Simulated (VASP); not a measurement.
Here is a VASP 6.6.1 calculation.

File INCAR:

```
PREC     = Accurate       # precision mode
ENCUT    = 500            # plane-wave cutoff, eV
EDIFF    = 1E-6           # SCF threshold, eV
ISMEAR   = 1              # smearing method
SIGMA    = 0.1            # smearing width, eV
LREAL    = False          # projectors in reciprocal space
LASPH    = True           # aspherical terms in the spheres
NELM     = 120            # most SCF steps
ALGO     = Normal         # electronic algorithm
ISIF     = 2              # what is computed and relaxed
LWAVE    = False          # write WAVECAR
LCHARG   = True           # write CHGCAR
GGA      = CA             # functional
LELF     = True           # ELF
LVHAR    = True         
NBANDS   = 16             # bands
GGA_COMPAT= False
```

KPOINTS

```
regular mesh
0
Gamma
  9 9 5
```

POSCAR

```
Ir
1.0
    2.6916091477      0.0000000000      0.0000000000
   -1.3458045738      2.3310018990      0.0000000000
    0.0000000000      0.0000000000      4.3636635941
Ir
2
Direct
    0.6666666667      0.3333333333      0.7500000000
    0.3333333333      0.6666666667      0.2500000000
```

Potentials or basis: VASP PAW LDA potentials, release 64 (Ir).

The run is started by

```bash
$ cat potpaw_LDA.64/Ir/POTCAR > POTCAR
$ mpirun -np 1 vasp_std > vasp.out
```

Q: Estimate the pressure.

A: 9.1 GPa.

Q: Predict the band gap on the k mesh.

A: Zero (band 9 reaches 12.02 eV, above the bottom of band 10 at 8.75 eV).

Caveat: spin-orbit coupling is left out, which moves the levels of the heavy elements.
